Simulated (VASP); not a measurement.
# KCl (R-3m) in VASP: further runs, part 3 of 3

VASP 6.6.1.

### 5 Electric field gradients, PBEsol (equal xy, yz and zx shear strains of +3 %)

File INCAR:

```
  PREC = Accurate
  ENCUT = 400
  EDIFF = 1E-8
  ISMEAR = -1
  SIGMA = 0.02
  LREAL = False
  LASPH = True
  NELM = 120
  ALGO = Normal
  ISIF = 2
  LWAVE = False
  LCHARG = False
  GGA = PS
  LEFG = True
  NBANDS = 15
  GGA_COMPAT = False
```

File KPOINTS:

```
Automatic mesh
0
Gamma
  7 7 7
```

File POSCAR:

```
KCl
1.0
    3.6340000000      0.0545100000      0.0545100000
    0.0545100000      3.6340000000      0.0545100000
    0.0545100000      0.0545100000      3.6340000000
K Cl
1 1
Direct
    0.0000000000      0.0000000000      0.0000000000
    0.5000000000      0.5000000000      0.5000000000
```

Potentials or basis: VASP PAW PBE potentials, release 64 (K_sv, Cl).

Launch:

```sh
> cat potpaw_PBE.64/K_sv/POTCAR potpaw_PBE.64/Cl/POTCAR > POTCAR
> mpirun -np 1 vasp_std > vasp.out
```

OUTCAR:

```text
PREC = Accurate
   ENCUT = 400
   EDIFF = 1E-8
   ISMEAR = -1
   LREAL = False
   LASPH = True
   NELM = 120
   ISIF = 2
   GGA = PS

 ion  position               nearest neighbor table
   1  0.000  0.000  0.000-   2 3.12   2 3.12   2 3.12   2 3.12   2 3.12   2 3.12
   2  0.500  0.500  0.500-   1 3.12   1 3.12   1 3.12   1 3.12   1 3.12   1 3.12

  LATTYP: Found a trigonal (rhomboedric) cell.
 ALAT       =     3.6348175580
 COS(alpha) =     0.0302114049

  Lattice vectors:

 A1 = (   3.6340000000,   0.0545100000,   0.0545100000)
 A2 = (   0.0545100000,   3.6340000000,   0.0545100000)
 A3 = (   0.0545100000,   0.0545100000,   3.6340000000)

Analysis of symmetry for initial positions (statically):
=====================================================================
 Subroutine PRICEL returns:
 Original cell was already a primitive cell.

 Routine SETGRP: Setting up the symmetry group for a
 trigonal (rhombohedral) supercell.

 Subroutine GETGRP returns: Found 12 space group operations
 (whereof 12 operations were pure point group operations)
 out of a pool of 12 trial point group operations.

The static configuration has the point symmetry D_3d.

Analysis of symmetry for dynamics (positions and initial velocities):
=====================================================================
 Subroutine PRICEL returns:
 Original cell was already a primitive cell.

 Routine SETGRP: Setting up the symmetry group for a
 trigonal (rhombohedral) supercell.

 Subroutine GETGRP returns: Found 12 space group operations
 (whereof 12 operations were pure point group operations)
 out of a pool of 12 trial point group operations.

The dynamic configuration has the point symmetry D_3d.

 Subroutine INISYM returns: Found 12 space group operations
 (whereof 12 operations are pure point group operations),
 and found     1 'primitive' translations

----------------------------------------------------------------------------------------

                                     Primitive cell

  volume of cell :      47.9584

  direct lattice vectors                    reciprocal lattice vectors
     3.634000000  0.054510000  0.054510000     0.275300921 -0.004068487 -0.004068487
     0.054510000  3.634000000  0.054510000    -0.004068487  0.275300921 -0.004068487
     0.054510000  0.054510000  3.634000000    -0.004068487 -0.004068487  0.275300921

  length of vectors
     3.634817558  3.634817558  3.634817558     0.275361040  0.275361040  0.275361040

  position of ions in fractional coordinates (direct lattice)
     0.000000000  0.000000000  0.000000000
     0.500000000  0.500000000  0.500000000

  ion indices of the primitive-cell ions
   primitive index   ion index
                 1           1
                 2           2

----------------------------------------------------------------------------------------

 KPOINTS: Automatic mesh

Automatic generation of k-mesh.
 Grid dimensions read from file:
 generate k-points for:    7    7    7

[... 75 lines left out ...]
   NUPDOWN=      -1.0000    fix difference up-down
   EMIN   =  10.00;   EMAX   =-10.00  energy-range for DOS
   EFERMI =   0.00;   METHOD = LEGACY
   ISMEAR =    -1;   SIGMA  =   0.02  broadening in eV -4-tet -1-fermi 0-gaus
   EFERMI_NEDOS =   21; number of points for ismear=-14 and -15
   IALGO  =     38    algorithm
   IMIX   =      4    mixing-type and parameters
     AMIX     =   0.40;   BMIX     =  1.00
     AMIX_MAG =   1.60;   BMIX_MAG =  1.00
  volume/ion in A,a.u.               =      23.98       161.82
  Fermi-wavevector in a.u.,A,eV,Ry     =   1.135429  2.145650 17.540619  1.289199
  Thomas-Fermi vector in A             =   2.272134
   LORBIT       =      0    0 simple, 1 ext, 2 COOP (PROOUT), +10 PAW based schemes
   GGA     = PS    functional components
   LHFCALC =     F    Hartree Fock is set to
   AEXX    =    0.0000 exact exchange contribution
   IVDW    =     0    specifies the selected vdW correction
   LEPSILON=     F    determine dielectric tensor
   LRPA    =     F    only Hartree local field effects (RPA)
 non-spin polarized calculation
  energy-cutoff  :      400.00
  volume of cell :       47.96
 maximum number of plane-waves:       889
   NGX = 11   NGY = 11   NGZ = 11

 number of electron      15.9999995 magnetization

 Free energy of the ion-electron system (eV)
  ---------------------------------------------------
  ext. energy  EPLUGINS =         0.00000000
  ---------------------------------------------------
  free energy    TOTEN  =        -6.88019700 eV

  energy without entropy =       -6.88019700  energy(sigma->0) =       -6.88019700

 E-fermi :   0.3902     XC(G=0):  -9.0315

 val. band max:       -0.0368326115   @ k =   0.4286   0.4286   0.0000
 cond. band min:       5.3601652610   @ k =   0.0000   0.0000   0.0000
 fundamental gap:      5.3969978724
 Fermi energy:         0.3901525830

 k-point     1 :       0.0000    0.0000    0.0000
  band No.  band energies     occupation
      1     -27.6486      2.00000
      2     -12.9104      2.00000
      3     -11.0656      2.00000
      4     -11.0656      2.00000
      5     -11.0491      2.00000
      6      -0.2553      2.00000
      7      -0.2553      2.00000
      8      -0.2129      2.00000
      9       5.3602      0.00000
     10       6.2197      0.00000
     11       6.2197      0.00000
     12      10.8943      0.00000
     13      10.8943      0.00000
     14      11.2587      0.00000
[... 401 lines left out ...]
      2     -12.7679      2.00000
      3     -11.2804      2.00000
      4     -11.1397      2.00000
      5     -11.0522      2.00000
      6      -1.7429      2.00000
      7      -1.1405      2.00000
      8      -0.4712      2.00000
      9       7.2451      0.00000
     10       8.1990      0.00000
     11       8.9015      0.00000
     12       9.6007      0.00000
     13      10.5393      0.00000
     14      10.9235      0.00000
     15      13.0167      0.00000

 [... further k-points ...]
[... 5 lines left out ...]
  --------------------------------------------------------------------------------------
  -------------------------------------------------------------------------------------
  Total        0.7508791      0.7508791      0.7508791     -0.0995950     -0.0995950     -0.0995950
  in kB       25.0851171     25.0851171     25.0851171     -3.3272368     -3.3272368     -3.3272368
  external PRESSURE =      25.0851171 kB  Pullay stress =       0.0000000 kB

 VOLUME and BASIS-vectors are now :
 -----------------------------------------------------------------------------
  energy-cutoff  :      400.00
  volume of cell :       47.96
      direct lattice vectors                 reciprocal lattice vectors
     3.634000000  0.054510000  0.054510000     0.275300921 -0.004068487 -0.004068487
     0.054510000  3.634000000  0.054510000    -0.004068487  0.275300921 -0.004068487
     0.054510000  0.054510000  3.634000000    -0.004068487 -0.004068487  0.275300921

 POSITION                                       TOTAL-FORCE (eV/Angst)
 -----------------------------------------------------------------------------------
      0.00000      0.00000      0.00000         0.000000      0.000000     -0.000000
      1.87151      1.87151      1.87151        -0.000000     -0.000000      0.000000
 -----------------------------------------------------------------------------------
    total drift:                               -0.000000      0.000000     -0.000000

  FREE ENERGIE OF THE ION-ELECTRON SYSTEM (eV)
  ---------------------------------------------------
  free  energy   TOTEN  =        -6.8801970019 eV

  energy  without entropy=       -6.8801970018  energy(sigma->0) =       -6.88019700

 Electric field gradients (V/A^2)
---------------------------------------------------------------------
 ion       V_xx      V_yy      V_zz      V_xy      V_xz      V_yz
---------------------------------------------------------------------
   1      -0.000    -0.000    -0.000     3.196     3.196     3.196
   2      -0.000    -0.000     0.000     0.814     0.814     0.814
---------------------------------------------------------------------

 Electric field gradients after diagonalization (V/A^2)
 (convention: |V_zz| > |V_xx| > |V_yy|)
----------------------------------------------------------------------
 ion       V_xx      V_yy      V_zz     asymmetry (V_yy - V_xx)/ V_zz
----------------------------------------------------------------------
   1      -3.196    -3.196     6.392       0.000
   2      -0.814    -0.814     1.629       0.000
----------------------------------------------------------------------

           NMR quadrupolar parameters

 Cq : quadrupolar parameter    Cq=e*Q*V_zz/h
 eta: asymmetry parameters     (V_yy - V_xx)/ V_zz
 Q  : nuclear electric quadrupole moment in mb (millibarn)
----------------------------------------------------------------------
 ion       Cq(MHz)       eta       Q (mb)
----------------------------------------------------------------------
   1       0.015       0.000       1.000
   2       0.004       0.000       1.000
----------------------------------------------------------------------
```

stdout:

```text
POSCAR found type information on POSCAR K Cl
 POSCAR found :  2 types and       2 ions
 scaLAPACK will be used
 -----------------------------------------------------------------------------
|                                                                             |
|                                                                             |
|     You enforced a specific xc type in the INCAR file but a different       |
|     I HOPE YOU KNOW WHAT YOU ARE DOING!                                     |
|                                                                             |
 -----------------------------------------------------------------------------

 LDA part: xc-table for (Slater+PW92), standard interpolation
 POSCAR, INCAR and KPOINTS ok, starting setup
 FFT: planning ... GRIDC
 FFT: planning ... GRID_SOFT
 FFT: planning ... GRID
 WAVECAR not read
 entering main loop
ion   1

ion   2
```

Wall time 15 s (1 thread of AMD EPYC 7R13 (Zen 3), shared host); peak memory 0.12 GiB.

What came out:

```
Free energy                             : -6.8802 eV
Pressure                                : 2.5 GPa
Band gap on the k mesh                  : 5.40 eV (least direct gap 5.57 eV)
Largest electric field gradient by atom : K +6.4; Cl +1.6 V/Å²
```

Electric field gradients, principal values (V/Å²):
```tsv
atom	least	middle	greatest (by size)
1 K	-3.196	-3.196	6.392
2 Cl	-0.814	-0.814	1.629
```

Caveat: the cell differs from its parent crystal (equal xy, yz and zx shear strains of +3 %); without QUAD_EFG the Cq values of the log hold for a quadrupole moment of 1 mb, not for the nuclei; the PAW data sets were made with another functional, which shifts forces and pressure a little. A k mesh can miss the band edges.

### 6 The runs side by side

| cell | gap on the mesh (eV) | pressure (GPa) |
| --- | --- | --- |
| a = 3.634 Å, angles 91.1°, 2 atoms | 5.39 | 2.5 |
| a = 3.634 Å, angles 89.4°, 2 atoms | 5.39 | 2.4 |
| a = 3.635 Å, angles 88.3°, 2 atoms | 5.40 | 2.5 |

Alike in all rows: task electric field gradients; level PBEsol; potentials or basis VASP PAW PBE potentials, release 64 (K_sv, Cl); no spin polarisation; k mesh 7 × 7 × 7; cutoff (eV) 400; smearing fermi-dirac 0.02 eV.

Caveats: the PAW data sets were made with another functional, which shifts forces and pressure a little.

Total energies depend on the potentials used, so only differences within one code and one set of settings carry meaning.
